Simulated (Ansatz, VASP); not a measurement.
**ZrO in VASP and in Ansatz**

```
CELL_PARAMETERS angstrom
3.49674 0.00000 0.00000
-1.74837 3.02826 0.00000
0.00000 0.00000 17.69107
ATOMIC_POSITIONS crystal
Zr 0.66667 0.33333 0.13670
Zr 0.00000 0.00000 0.28149
Zr 0.66667 0.33333 0.45634
Zr 0.33333 0.66667 0.63670
Zr 0.00000 0.00000 0.78149
Zr 0.33333 0.66667 0.95634
O 0.66667 0.33333 0.00885
O 0.00000 0.00000 0.14493
O 0.66667 0.33333 0.34483
O 0.33333 0.66667 0.50885
O 0.00000 0.00000 0.64493
O 0.33333 0.66667 0.84483
```

Alike in both runs: functional PBE; k mesh 6 × 6 × 1; occupations gaussian, width 0.1 eV; no spin polarisation.

Ansatz relaxed the structure, and its values are those at the end. VASP's run is a single point on that final structure, the one shown.

```csv
,VASP,Ansatz
version,VASP 6.6.1,Ansatz 0.2.0
potentials or method,"VASP PAW PBE potentials, release 64 (Zr_sv, O), cutoff 520 eV","scalar-relativistic, plane waves, PAW"
valence electrons in the cell,108,108
```

```tsv
	VASP	Ansatz	Ansatz less VASP
gap on the k mesh at the Fermi level (eV)	none	none	-
pressure (GPa)	0.3	0.0	-0.26
rms of the force components (eV/Å)	0.015	0.004	-0.0109
```

A gap of «none» marks a metal or a gap that the smearing closes.
